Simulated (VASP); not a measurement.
# Cu in VASP: further runs

Aim: see how the results for Cu move with the level of theory and the settings. Levels: PBE, revPBE+D4. Tasks: single point.

Everything below comes from runs of VASP 6.6.1. Logs are shortened: lines on timing, memory, paths and dates and some standing lists are left out, and cuts for length are marked.

## 1. The cell of the first run

Symmetry: I4/mmm, No. 139, tetragonal system. The conventional cell has a = 2.556 Å, b = 2.556 Å, c = 3.579 Å, α = 90.00°, β = 90.00°, γ = 90.00°. Cu (site symmetry 4/mmm) has 12 Cu at 2.54 to 2.56 Å within 3.4 Å.

## 2. Single point, PBE

Contents of INCAR:

```
SYSTEM = Cu
  PREC = Accurate
  ENCUT = 600
  EDIFF = 1E-6
  ISMEAR = -1
  SIGMA = 0.05
  LREAL = .False.
  LASPH = .True.
  NELM = 120
  ALGO = Normal
  ISIF = 2
  LWAVE = .False.
  LCHARG = .False.
  GGA = PE
  NBANDS = 12
  GGA_COMPAT = .False.
```

Contents of KPOINTS:

```
Automatic mesh
0
Gamma
  11 11 11
  0 0 0
```

Contents of POSCAR:

```
Cu
1.0
    0.0000000000      1.8075000000      1.7894250000
    1.8075000000      0.0000000000      1.7894250000
    1.8075000000      1.8075000000      0.0000000000
Cu
1
Direct
    0.0000000000      0.0000000000      0.0000000000
```

Potentials or basis: VASP PAW PBE potentials, release 64 (Cu).

On the command line:

```
cat potpaw_PBE.64/Cu/POTCAR > POTCAR
mpirun -np 1 vasp_std > vasp.out
```

OUTCAR:

```text
SYSTEM = Cu
   PREC = Accurate
   ENCUT = 600
   EDIFF = 1E-6
   ISMEAR = -1
   LREAL = .False.
   LASPH = .True.
   NELM = 120
   ISIF = 2
   GGA = PE

 ion  position               nearest neighbor table
   1  0.000  0.000  0.000-

  LATTYP: Found a body centered tetragonal cell.
 ALAT       =     2.5561910140
 C/A-ratio  =     1.4000714267

  Lattice vectors:

 A1 = (   0.0000000000,  -1.8075000000,  -1.7894250000)
 A2 = (   0.0000000000,   1.8075000000,  -1.7894250000)
 A3 = (   1.8075000000,   0.0000000000,   1.7894250000)

Analysis of symmetry for initial positions (statically):
=====================================================================
 Subroutine PRICEL returns:
 Original cell was already a primitive cell.

 Routine SETGRP: Setting up the symmetry group for a
 body centered tetragonal supercell.

 Subroutine GETGRP returns: Found 16 space group operations
 (whereof 16 operations were pure point group operations)
 out of a pool of 16 trial point group operations.

The static configuration has the point symmetry D_4h.

Analysis of symmetry for dynamics (positions and initial velocities):
=====================================================================
 Subroutine PRICEL returns:
 Original cell was already a primitive cell.

 Routine SETGRP: Setting up the symmetry group for a
 body centered tetragonal supercell.

 Subroutine GETGRP returns: Found 16 space group operations
 (whereof 16 operations were pure point group operations)
 out of a pool of 16 trial point group operations.

The dynamic configuration has the point symmetry D_4h.

 Subroutine INISYM returns: Found 16 space group operations
 (whereof 16 operations are pure point group operations),
 and found     1 'primitive' translations

----------------------------------------------------------------------------------------

                                     Primitive cell

  volume of cell :      11.6923

  direct lattice vectors                    reciprocal lattice vectors
     0.000000000  1.807500000  1.789425000    -0.276625173  0.276625173  0.279419367
     1.807500000  0.000000000  1.789425000     0.276625173 -0.276625173  0.279419367
     1.807500000  1.807500000  0.000000000     0.276625173  0.276625173 -0.279419367

  length of vectors
     2.543442172  2.543442172  2.556191014     0.480747496  0.480747496  0.480747496

  position of ions in fractional coordinates (direct lattice)
     0.000000000  0.000000000  0.000000000

  ion indices of the primitive-cell ions
   primitive index   ion index
                 1           1

----------------------------------------------------------------------------------------

 KPOINTS: Automatic mesh

Automatic generation of k-mesh.
 Grid dimensions read from file:
 generate k-points for:   11   11   11

 Generating k-lattice:

  Cartesian coordinates                     Fractional coordinates (reciprocal lattice)
    -0.025147743  0.025147743  0.025401761     0.090909091  0.000000000  0.000000000
     0.025147743 -0.025147743  0.025401761     0.000000000  0.090909091  0.000000000
     0.025147743  0.025147743 -0.025401761    -0.000000000 -0.000000000  0.090909091

  Length of vectors
     0.043704318  0.043704318  0.043704318

  Shift w.r.t. Gamma in fractional coordinates (k-lattice)
     0.000000000  0.000000000  0.000000000

 Subroutine IBZKPT returns following result:
 ===========================================

 Found    126 irreducible k-points:

 Following reciprocal coordinates:
            Coordinates               Weight
  0.000000  0.000000  0.000000      1.000000
  0.090909  0.000000  0.000000      8.000000
  0.181818  0.000000  0.000000      8.000000
  0.272727  0.000000  0.000000      8.000000
  0.363636  0.000000  0.000000      8.000000
  0.454545  0.000000  0.000000      8.000000
[... 16 lines left out ...]
 -0.272727  0.181818  0.000000      8.000000
 -0.181818  0.181818  0.000000      4.000000
 [... further k-points ...]
   k-points           NKPTS =    126   k-points in BZ     NKDIM =    126   number of bands    NBANDS=     12
   number of dos      NEDOS =    301   number of ions     NIONS =      1
   total plane-waves  NPLWV =   8000
   dimension x,y,z NGX =    20 NGY =   20 NGZ =   20
   dimension x,y,z NGXF=    40 NGYF=   40 NGZF=   40
   ions per type =               1
   NGX,Y,Z   is equivalent  to a cutoff of  13.07, 13.07, 13.01 a.u.
   NGXF,Y,Z  is equivalent  to a cutoff of  26.15, 26.15, 26.01 a.u.
 SYSTEM =  Cu
   PREC   = accura    normal or accurate (medium, high low for compatibility)
   ISTART =      0    job   : 0-new  1-cont  2-samecut
   ICHARG =      2    charge: 1-file 2-atom 10-const
   ISPIN  =      1    spin polarized calculation?
   LNONCOLLINEAR =      F non collinear calculations
   LSORBIT =      F    spin-orbit coupling
   LASPH  =      T    aspherical Exc in radial PAW
   ENCUT  =  600.0 eV  44.10 Ry    6.64 a.u.   5.08  5.08  5.11*2*pi/ulx,y,z
   NELM   =    120;   NELMIN=  2; NELMDL= -5     # of ELM steps
   EDIFF  = 0.1E-05   stopping-criterion for ELM
   LREAL  =      F    real-space projection
   EDIFFG = 0.1E-04   stopping-criterion for IOM
   NSW    =      0    number of steps for IOM
   IBRION =     -1    ionic relax: 0-MD 1-quasi-New 2-CG
   NFREE  =      0    steps in history (QN), initial steepest desc. (CG)
   ISIF   =      2    stress and relaxation
   ISYM   =      2    0-nonsym 1-usesym 2-fastsym
   POTIM  = 0.5000    time-step for ionic-motion
   TEBEG  =    0.0;   TEEND  =   0.0 temperature during run
   PSTRESS=    0.0 pullay stress
   NELECT =      11.0000    total number of electrons
   NUPDOWN=      -1.0000    fix difference up-down
   EMIN   =  10.00;   EMAX   =-10.00  energy-range for DOS
   EFERMI =   0.00;   METHOD = LEGACY
   ISMEAR =    -1;   SIGMA  =   0.05  broadening in eV -4-tet -1-fermi 0-gaus
   EFERMI_NEDOS =   21; number of points for ismear=-14 and -15
   IALGO  =     38    algorithm
   IMIX   =      4    mixing-type and parameters
     AMIX     =   0.40;   BMIX     =  1.00
     AMIX_MAG =   1.60;   BMIX_MAG =  1.00
  volume/ion in A,a.u.               =      11.69        78.90
  Fermi-wavevector in a.u.,A,eV,Ry     =   1.604128  3.031362 35.010875  2.573227
  Thomas-Fermi vector in A             =   2.700682
   LORBIT       =      0    0 simple, 1 ext, 2 COOP (PROOUT), +10 PAW based schemes
   GGA     = PE    functional components
   LHFCALC =     F    Hartree Fock is set to
   AEXX    =    0.0000 exact exchange contribution
   IVDW    =     0    specifies the selected vdW correction
   LEPSILON=     F    determine dielectric tensor
   LRPA    =     F    only Hartree local field effects (RPA)
 non-spin polarized calculation
  energy-cutoff  :      600.00
  volume of cell :       11.69
 maximum number of plane-waves:       399
   NGX = 11   NGY = 11   NGZ = 11

 number of electron      11.0000006 magnetization

 Free energy of the ion-electron system (eV)
  ---------------------------------------------------
  ext. energy  EPLUGINS =         0.00000000
  ---------------------------------------------------
  free energy    TOTEN  =        -3.73012807 eV

  energy without entropy =       -3.72863890  energy(sigma->0) =       -3.72938349

 E-fermi :   7.7935     XC(G=0): -12.7851

 val. band max:        7.7164500043   @ k =   0.4545   0.2727   0.0000
 cond. band min:       7.8612876823   @ k =   0.4545   0.0000   0.3636
 fundamental gap:      0.1448376780
 Fermi energy:         7.7935463176

 k-point     1 :       0.0000    0.0000    0.0000
  band No.  band energies     occupation
      1      -1.7178      2.00000
      2       4.6305      2.00000
      3       4.6305      2.00000
      4       4.6788      2.00000
      5       5.4561      2.00000
      6       5.5052      2.00000
      7      30.3867      0.00000
      8      33.0941      0.00000
      9      33.0941      0.00000
     10      33.1373      0.00000
     11      35.5879      0.00000
     12      35.6177      0.00000

 k-point     2 :       0.0909    0.0000    0.0000
  band No.  band energies     occupation
      1      -1.4157      2.00000
      2       4.5809      2.00000
      3       4.6854      2.00000
      4       4.7207      2.00000
      5       5.4377      2.00000
      6       5.4834      2.00000
      7      28.3420      0.00000
      8      31.2285      0.00000
      9      32.2940      0.00000
     10      32.3451      0.00000
     11      36.7947      0.00000
     12      36.8147      0.00000

 k-point     3 :       0.1818    0.0000    0.0000
  band No.  band energies     occupation
      1      -0.5401      2.00000
      2       4.4456      2.00000
      3       4.7805      2.00000
      4       4.8180      2.00000
      5       5.4474      2.00000
      6       5.4784      2.00000
      7      23.6736      0.00000
      8      30.7455      0.00000
      9      31.2264      0.00000
     10      31.3316      0.00000
     11      37.3808      0.00000
     12      37.6848      0.00000
[... 286 lines left out ...]
 k-point    23 :      -0.2727    0.1818    0.0000
  band No.  band energies     occupation
      1       2.4389      2.00000
      2       4.2158      2.00000
      3       4.5088      2.00000
      4       5.0121      2.00000
      5       5.4759      2.00000
      6       6.8009      2.00000
      7      17.2892      0.00000
      8      21.3962      0.00000
      9      29.4390      0.00000
     10      30.0131      0.00000
     11      36.7576      0.00000
     12      37.0251      0.00000

 k-point    24 :      -0.1818    0.1818    0.0000
  band No.  band energies     occupation
      1       1.2053      2.00000
      2       4.1855      2.00000
      3       4.7192      2.00000
      4       5.1327      2.00000
      5       5.1438      2.00000
      6       6.1234      2.00000
      7      21.2274      0.00000
      8      21.9945      0.00000
      9      31.7578      0.00000
     10      32.0093      0.00000
     11      35.0713      0.00000
     12      37.3323      0.00000

 [... further k-points ...]
[... 5 lines left out ...]
  --------------------------------------------------------------------------------------
  -------------------------------------------------------------------------------------
  Total        0.2523963      0.2523963      0.2925571      0.0000000      0.0000000      0.0000000
  in kB       34.5854582     34.5854582     40.0886210      0.0000000      0.0000000      0.0000000
  external PRESSURE =      36.4198458 kB  Pullay stress =       0.0000000 kB

 VOLUME and BASIS-vectors are now :
 -----------------------------------------------------------------------------
  energy-cutoff  :      600.00
  volume of cell :       11.69
      direct lattice vectors                 reciprocal lattice vectors
     0.000000000  1.807500000  1.789425000    -0.276625173  0.276625173  0.279419367
     1.807500000  0.000000000  1.789425000     0.276625173 -0.276625173  0.279419367
     1.807500000  1.807500000  0.000000000     0.276625173  0.276625173 -0.279419367

 POSITION                                       TOTAL-FORCE (eV/Angst)
 -----------------------------------------------------------------------------------
      0.00000      0.00000      0.00000        -0.000000      0.000000      0.000000
 -----------------------------------------------------------------------------------
    total drift:                                0.000000      0.000000      0.000000

  FREE ENERGIE OF THE ION-ELECTRON SYSTEM (eV)
  ---------------------------------------------------
  free  energy   TOTEN  =        -3.7301280699 eV

  energy  without entropy=       -3.7286389049  energy(sigma->0) =       -3.72938349
```

Wall time 12 s (1 thread of Intel Xeon Platinum 8488C (Sapphire Rapids), shared host); peak memory 0.13 GiB.

What came out:

* Free energy: -3.7301 eV
* Pressure: 3.6 GPa

Stress tensor (GPa, compression positive):
```
3.46 0.00 0.00
0.00 3.46 0.00
0.00 0.00 4.01
```

Levels at points of the mesh, in eV from the Fermi level:
| k point | band 3 | band 4 | band 5 | band 6 | band 7 | band 8 | band 9 | band 10 |
| --- | --- | --- | --- | --- | --- | --- | --- | --- |
| (0.00, 0.00, 0.00) | -3.16 | -3.11 | -2.34 | -2.29 | 22.59 | 25.30 | 25.30 | 25.34 |

## 3. Single point, PBE

This run uses another cell than the first one, of 11.93 Å³/atom, 1.020 times its volume.

Contents of INCAR:

```
ALGO = Normal
EDIFF = 1E-6
ENCUT = 600
GGA = PE
GGA_COMPAT = F
ISIF = 2
ISMEAR = -1
LASPH = T
LCHARG = F
LREAL = F
LWAVE = F
NBANDS = 12
NELM = 120
PREC = Accurate
SIGMA = 0.05
```

Contents of KPOINTS:

```
k-points
0
Gamma
  11 11 11
```

Contents of POSCAR:

```
Cu
1.0
    0.0000000000      1.8075000000      1.8255750000
    1.8075000000      0.0000000000      1.8255750000
    1.8075000000      1.8075000000      0.0000000000
Cu
1
Direct
    0.0000000000      0.0000000000      0.0000000000
```

Potentials or basis: VASP PAW PBE potentials, release 64 (Cu).

On the command line:

```
cat potpaw_PBE.64/Cu/POTCAR > POTCAR
mpirun -np 1 vasp_std > vasp.out
```

Run time: 15 s. Hardware: 1 thread of Intel Xeon Platinum 8488C (Sapphire Rapids), shared host; peak memory 0.14 GiB.

It converged, with:

| Property | Result |
| --- | --- |
| Free energy | -3.7333 eV |
| Pressure | 0.6 GPa |

Stress tensor (GPa, compression positive):
```
0.77 0.00 0.00
0.00 0.77 0.00
0.00 0.00 0.40
```

Levels at points of the mesh, in eV from the Fermi level:
```
           k point  band 3  band 4  band 5  band 6  band 7  band 8  band 9  band 10
(0.00, 0.00, 0.00)   -3.07   -3.07   -2.30   -2.25   22.43   24.98   25.01    25.01
```

(Continued in part 2 of 2.)
